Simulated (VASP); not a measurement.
Ti, 2 atoms in the cell. It takes space group P6_3/mmc (No. 194, hexagonal). Conventional cell: a = 3.013 Å, b = 3.013 Å, c = 4.772 Å, α = 90.00°, β = 90.00°, γ = 120.00°. Ti (site symmetry -6m2) has 12 Ti at 2.95 to 3.01 Å within 3.9 Å. 

* Program: VASP 6.6.1
* Task: single point
* Functional: PBEsol
* Potentials or basis: VASP PAW PBE potentials, release 64 (Ti_sv)
* Cutoff: 520 eV
* k mesh: 20 × 20 × 11
* Occupations: fermi-dirac, width 0.1 eV
* Spin: no spin polarisation
* Dipole correction: no
* Further INCAR settings: ALGO = Normal; EDIFF = 1e-07; NBANDS = 19

Potentials or basis: VASP PAW PBE potentials, release 64 (Ti_sv).

Command:

```bash
$ cat potpaw_PBE.64/Ti_sv/POTCAR > POTCAR
$ mpirun -np 1 vasp_std > vasp.out
```

Hardware: 1 thread of Intel Xeon 8259CL (shared host).

Problem. How long does it take, and how much memory?

Solution. Wall time 4 min on 1 thread of Intel Xeon 8259CL (shared host), peak memory 0.27 GiB. Counts: scf iterations 14, k points 264.
